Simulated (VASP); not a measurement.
# Zr (a cell with a defect) in VASP: single point with PBE

Aim: the single point of Zr (a cell with a defect) with PBE.

Program: VASP 6.6.1. These are calculated values, not measurements. Logs are shortened: lines on timing, memory, paths and dates and some standing lists are left out, and cuts for length are marked.

## 1. The cell of the first run

The cell holds a defect, 15 atoms: a = 6.445 Å, b = 6.445 Å, c = 10.264 Å, α = 90.00°, β = 90.00°, γ = 60.00°.

## 2. Single point, PBE

INCAR

```
ALGO = Normal
EDIFF = 1E-7
ENCUT = 520
GGA = PE
ISIF = 2
ISMEAR = 0
LASPH = True
LCHARG = False
LREAL = Auto
LWAVE = False
NBANDS = 103
NELM = 60
PREC = Accurate
SIGMA = 0.1
```

KPOINTS

```
k-points
0
Gamma
  3 3 2
```

POSCAR

```
Zr
1.0
    3.2226450900      5.5817850400      0.0000000000
   -3.2226450900      5.5817850400      0.0000000000
    0.0000000000      0.0000000000     10.2642120000
Zr
15
Direct
    0.1671565293      0.1674699364      0.1247310558
    0.3324720011      0.3333793303      0.3796024478
    0.3324751637      0.3333921123      0.8697944859
    0.1722697389      0.6649979034      0.1246745488
    0.3325763522      0.8357353892      0.3795447717
    0.1549144487      0.6735961383      0.6246425931
    0.3325213625      0.8358380339      0.8697561001
    0.6641793852      0.1729710902      0.1246218414
    0.8353366964      0.3329757616      0.3795591907
    0.6722175751      0.1556763633      0.6246336299
    0.8354047325      0.3330096642      0.8696478600
    0.6644416321      0.6645362749      0.1245872552
    0.8333873839      0.8340480213      0.3731624990
    0.6727181739      0.6731889053      0.6246022588
    0.8334701685      0.8341078434      0.8760199029
```

Potentials or basis: VASP PAW PBE potentials, release 64 (Zr_sv).

Started as:

```console
cat potpaw_PBE.64/Zr_sv/POTCAR > POTCAR
mpirun -np 1 vasp_std > vasp.out
```

OUTCAR:

```text
EDIFF = 1E-7
   ENCUT = 520
   GGA = PE
   ISIF = 2
   ISMEAR = 0
   LASPH = True
   LREAL = Auto
   NELM = 60
   PREC = Accurate

 ion  position               nearest neighbor table
   1  0.167  0.167  0.125-   2 3.20   3 3.20   5 3.20   9 3.20   7 3.21  11 3.21   8 3.22  12 3.22
                             4 3.22   4 3.22  12 3.22   8 3.22
   2  0.332  0.333  0.380-  10 3.15   6 3.15   1 3.20   4 3.21   9 3.21   8 3.21   5 3.21  13 3.22
                            13 3.22   5 3.24   9 3.24
   3  0.332  0.333  0.870-  10 3.15   6 3.15   1 3.20   8 3.20   4 3.20  11 3.20   7 3.21  15 3.22
                            15 3.22   7 3.24  11 3.24
   4  0.172  0.665  0.125-  12 3.17   8 3.17  13 3.18  15 3.18   5 3.20   7 3.20   3 3.20   2 3.21
                             1 3.22   1 3.22   8 3.27  12 3.27
   5  0.333  0.836  0.380-   6 3.15  14 3.15   4 3.20   1 3.20   9 3.20  12 3.21   2 3.21  13 3.22
                            13 3.22   2 3.24   9 3.24
   6  0.155  0.674  0.625-  10 3.11  14 3.11  15 3.14  13 3.14   5 3.15   7 3.15   2 3.15   3 3.15
                            14 3.34  10 3.34
   7  0.333  0.836  0.870-   6 3.15  14 3.15   4 3.20  11 3.20  12 3.21   1 3.21   3 3.21  15 3.22
                            15 3.22   3 3.24  11 3.24
   8  0.664  0.173  0.125-  12 3.17   4 3.17  13 3.18  15 3.18   9 3.20  11 3.20   3 3.20   2 3.21
                             1 3.22   1 3.22   4 3.27  12 3.28
   9  0.835  0.333  0.380-  14 3.15  10 3.15   8 3.20   5 3.20   1 3.20   2 3.21  12 3.21  13 3.22
                            13 3.22   2 3.24   5 3.24
  10  0.672  0.156  0.625-  14 3.11   6 3.11  15 3.14  13 3.14   2 3.15   3 3.15  11 3.15   9 3.15
                             6 3.34  14 3.34
  11  0.835  0.333  0.870-  14 3.15  10 3.15   7 3.20   8 3.20   3 3.20  12 3.21   1 3.21  15 3.22
                            15 3.22   3 3.24   7 3.24
  12  0.664  0.665  0.125-   8 3.17   4 3.17  13 3.17  15 3.18  11 3.21   7 3.21   9 3.21   5 3.21
                             1 3.22   1 3.22   4 3.27   8 3.28
  13  0.833  0.834  0.373-  14 3.14   6 3.14  10 3.14  12 3.17   4 3.18   8 3.18   2 3.22   9 3.22
                             5 3.22   5 3.22   9 3.22   2 3.22
  14  0.673  0.673  0.625-  10 3.11   6 3.11  13 3.14  15 3.14   5 3.15  11 3.15   9 3.15   7 3.15
                             6 3.34  10 3.34
  15  0.833  0.834  0.876-   6 3.14  10 3.14  14 3.14  12 3.18   8 3.18   4 3.18   3 3.22  11 3.22
                             7 3.22   7 3.22  11 3.22   3 3.22

  LATTYP: Found a hexagonal cell.
 ALAT       =     6.4452901881
 C/A-ratio  =     1.5925135565

  Lattice vectors:

 A1 = (   3.2226450900,  -5.5817850400,   0.0000000000)
 A2 = (   3.2226450900,   5.5817850400,   0.0000000000)
 A3 = (   0.0000000000,   0.0000000000,  10.2642120000)

Analysis of symmetry for initial positions (statically):
=====================================================================
 Subroutine PRICEL returns:
 Original cell was already a primitive cell.

 Routine SETGRP: Setting up the symmetry group for a
 hexagonal supercell.

 Subroutine GETGRP returns: Found  1 space group operations
 (whereof  1 operations were pure point group operations)
 out of a pool of 24 trial point group operations.

The static configuration has the point symmetry C_1 .

Analysis of symmetry for dynamics (positions and initial velocities):
=====================================================================
 Subroutine PRICEL returns:
 Original cell was already a primitive cell.

 Routine SETGRP: Setting up the symmetry group for a
 hexagonal supercell.

 Subroutine GETGRP returns: Found  1 space group operations
 (whereof  1 operations were pure point group operations)
 out of a pool of 24 trial point group operations.

The dynamic configuration has the point symmetry C_1 .

 Subroutine INISYM returns: Found  1 space group operations
 (whereof  1 operations are pure point group operations),
 and found     1 'primitive' translations

----------------------------------------------------------------------------------------

                                     Primitive cell

  volume of cell :     369.2676

  direct lattice vectors                    reciprocal lattice vectors
     3.222645090  5.581785040  0.000000000     0.155152052  0.089577079  0.000000000
    -3.222645090  5.581785040  0.000000000    -0.155152052  0.089577079  0.000000000
     0.000000000  0.000000000 10.264212000     0.000000000  0.000000000  0.097425891

  length of vectors
[... 60 lines left out ...]

 Found     10 irreducible k-points:

 Following reciprocal coordinates:
            Coordinates               Weight
  0.000000  0.000000  0.000000      1.000000
  0.333333 -0.000000  0.000000      2.000000
  0.333333  0.333333  0.000000      2.000000
 -0.000000  0.333333  0.000000      2.000000
 -0.333333  0.333333  0.000000      2.000000
  0.000000  0.000000  0.500000      1.000000
  0.333333 -0.000000  0.500000      2.000000
  0.333333  0.333333  0.500000      2.000000
 -0.000000  0.333333  0.500000      2.000000
 -0.333333  0.333333  0.500000      2.000000
   k-points           NKPTS =     10   k-points in BZ     NKDIM =     10   number of bands    NBANDS=    103
   number of dos      NEDOS =    301   number of ions     NIONS =     15
   total plane-waves  NPLWV = 184320
   dimension x,y,z NGX =    48 NGY =   48 NGZ =   80
   dimension x,y,z NGXF=    96 NGYF=   96 NGZF=  160
   ions per type =              15
   NGX,Y,Z   is equivalent  to a cutoff of  12.38, 12.38, 12.96 a.u.
   NGXF,Y,Z  is equivalent  to a cutoff of  24.76, 24.76, 25.91 a.u.
 SYSTEM =  unknown system
   PREC   = accura    normal or accurate (medium, high low for compatibility)
   ISTART =      0    job   : 0-new  1-cont  2-samecut
   ICHARG =      2    charge: 1-file 2-atom 10-const
   ISPIN  =      1    spin polarized calculation?
   LNONCOLLINEAR =      F non collinear calculations
   LSORBIT =      F    spin-orbit coupling
   LASPH  =      T    aspherical Exc in radial PAW
   ENCUT  =  520.0 eV  38.22 Ry    6.18 a.u.  11.98 11.98 19.08*2*pi/ulx,y,z
   NELM   =     60;   NELMIN=  2; NELMDL= -5     # of ELM steps
   EDIFF  = 0.1E-06   stopping-criterion for ELM
   LREAL  =      T    real-space projection
   EDIFFG = 0.1E-05   stopping-criterion for IOM
   NSW    =      0    number of steps for IOM
   IBRION =     -1    ionic relax: 0-MD 1-quasi-New 2-CG
   NFREE  =      0    steps in history (QN), initial steepest desc. (CG)
   ISIF   =      2    stress and relaxation
   ISYM   =      2    0-nonsym 1-usesym 2-fastsym
   POTIM  = 0.5000    time-step for ionic-motion
   TEBEG  =    0.0;   TEEND  =   0.0 temperature during run
   PSTRESS=    0.0 pullay stress
   NELECT =     180.0000    total number of electrons
   NUPDOWN=      -1.0000    fix difference up-down
   EMIN   =  10.00;   EMAX   =-10.00  energy-range for DOS
   EFERMI =   0.00;   METHOD = LEGACY
   ISMEAR =     0;   SIGMA  =   0.10  broadening in eV -4-tet -1-fermi 0-gaus
   EFERMI_NEDOS =   21; number of points for ismear=-14 and -15
   IALGO  =     38    algorithm
   IMIX   =      4    mixing-type and parameters
     AMIX     =   0.40;   BMIX     =  1.00
     AMIX_MAG =   1.60;   BMIX_MAG =  1.00
  volume/ion in A,a.u.               =      24.62       166.13
  Fermi-wavevector in a.u.,A,eV,Ry     =   1.288404  2.434730 22.585452  1.659984
  Thomas-Fermi vector in A             =   2.420359
   LORBIT       =      0    0 simple, 1 ext, 2 COOP (PROOUT), +10 PAW based schemes
   GGA     = PE    functional components
   LHFCALC =     F    Hartree Fock is set to
   AEXX    =    0.0000 exact exchange contribution
   IVDW    =     0    specifies the selected vdW correction
   LEPSILON=     F    determine dielectric tensor
   LRPA    =     F    only Hartree local field effects (RPA)
 non-spin polarized calculation
 Gauss-broadening in eV      SIGMA  =   0.10
  energy-cutoff  :      520.00
  volume of cell :      369.27
 maximum number of plane-waves:      9990
   NGX = 23   NGY = 23   NGZ = 39

 number of electron     180.0000001 magnetization

 Free energy of the ion-electron system (eV)
  ---------------------------------------------------
  ext. energy  EPLUGINS =         0.00000000
  ---------------------------------------------------
  free energy    TOTEN  =      -125.79402221 eV

  energy without entropy =     -125.72953050  energy(sigma->0) =     -125.76177635

 E-fermi :   8.2415     XC(G=0): -10.7695

 val. band max:        8.2301879630   @ k =   0.0000   0.0000   0.0000
 cond. band min:       8.2614610058   @ k =   0.3333   0.3333   0.0000
 fundamental gap:      0.0312730429
 Fermi energy:         8.2414568627

 k-point     1 :       0.0000    0.0000    0.0000
  band No.  band energies     occupation
      1     -40.5733      2.00000
      2     -40.5342      2.00000
      3     -40.4711      2.00000
      4     -40.4677      2.00000
      5     -40.4671      2.00000
      6     -40.4621      2.00000
[... 1039 lines left out ...]
    101       8.9481      0.00000
    102       8.9551      0.00000
 [bands above 102 left out]

------------------------ aborting loop because EDIFF is reached ----------------------------------------

  FORCE on cell =-STRESS in cart. coord.  units (eV):
  Direction    XX          YY          ZZ          XY          YZ          ZX
  --------------------------------------------------------------------------------------
  -------------------------------------------------------------------------------------
  Total       -2.8314511     -2.8042089     -4.9417977     -0.0031061      0.0015911      0.0008327
  in kB      -12.2850931    -12.1668949    -21.4414598     -0.0134767      0.0069037      0.0036128
  external PRESSURE =     -15.2978159 kB  Pullay stress =       0.0000000 kB

 VOLUME and BASIS-vectors are now :
 -----------------------------------------------------------------------------
  energy-cutoff  :      520.00
  volume of cell :      369.27
      direct lattice vectors                 reciprocal lattice vectors
     3.222645090  5.581785040  0.000000000     0.155152052  0.089577079  0.000000000
    -3.222645090  5.581785040  0.000000000    -0.155152052  0.089577079  0.000000000
     0.000000000  0.000000000 10.264212000     0.000000000  0.000000000  0.097425891

 POSITION                                       TOTAL-FORCE (eV/Angst)
 -----------------------------------------------------------------------------------
     -0.00101      1.86781      1.28027        -0.001637     -0.004866     -0.002510
     -0.00292      3.71664      3.89632         0.002938     -0.005439     -0.001324
     -0.00295      3.71673      8.92775         0.002744     -0.003214     -0.001337
     -1.58789      4.67345      1.27969         0.003117     -0.002697     -0.001796
     -1.62150      6.52127      3.89573        -0.000462      0.007668      0.000060
     -1.67153      4.62457      6.41146         0.008611      0.001287      0.000175
     -1.62201      6.52153      8.92736         0.000971      0.007682     -0.000852
      1.58299      4.67279      1.27914         0.002747     -0.000330      0.000323
      1.61893      6.52127      3.89588        -0.001534      0.001649      0.001795
      1.66463      4.62113      6.41137        -0.007054      0.011434     -0.000022
      1.61904      6.52184      8.92625        -0.001380      0.000806      0.000410
     -0.00031      7.41807      1.27879        -0.004310      0.000676      0.000003
     -0.00213      9.30727      3.83022        -0.002560      0.000753      0.007851
     -0.00152      7.51256      6.41105         0.000484     -0.013060      0.000957
     -0.00205      9.30806      8.99165        -0.002675     -0.002349     -0.003734
 -----------------------------------------------------------------------------------
    total drift:                               -0.000731      0.001664      0.002956

  FREE ENERGIE OF THE ION-ELECTRON SYSTEM (eV)
  ---------------------------------------------------
  free  energy   TOTEN  =      -125.7940222066 eV

  energy  without entropy=     -125.7295305010  energy(sigma->0) =     -125.76177635
```

Wall time 8 min (1 thread of Intel Xeon 6975P-C (Granite Rapids), shared host); peak memory 0.56 GiB.

What came out:

```
Free energy            : -125.7940 eV
Pressure               : -1.5 GPa
Largest force          : 0.013 eV/Å
Band gap on the k mesh : zero (band 90 reaches 8.82 eV, above the bottom of band 91 at 7.86 eV)
```

Forces in eV/Å, atoms in the order of the input:
```
Zr  -0.002 -0.005 -0.003
Zr   0.003 -0.005 -0.001
Zr   0.003 -0.003 -0.001
Zr   0.003 -0.003 -0.002
Zr   0.000  0.008  0.000
Zr   0.009  0.001  0.000
Zr   0.001  0.008 -0.001
Zr   0.003  0.000  0.000
Zr  -0.002  0.002  0.002
Zr  -0.007  0.011  0.000
Zr  -0.001  0.001  0.000
Zr  -0.004  0.001  0.000
Zr  -0.003  0.001  0.008
Zr   0.000 -0.013  0.001
Zr  -0.003 -0.002 -0.004
```

Levels at points of the mesh, in eV from the Fermi level:
```tsv
k point	band 87	band 88	band 89	band 90	band 91	band 92
(0.00, 0.00, 0.00)	-0.01	0.10	0.16	0.45	0.63	0.69
(0.00, 0.00, 0.50)	-0.52	-0.51	0.44	0.58	0.77	0.77
```

Caveat: the k points lie up to 0.38 Å⁻¹ apart.
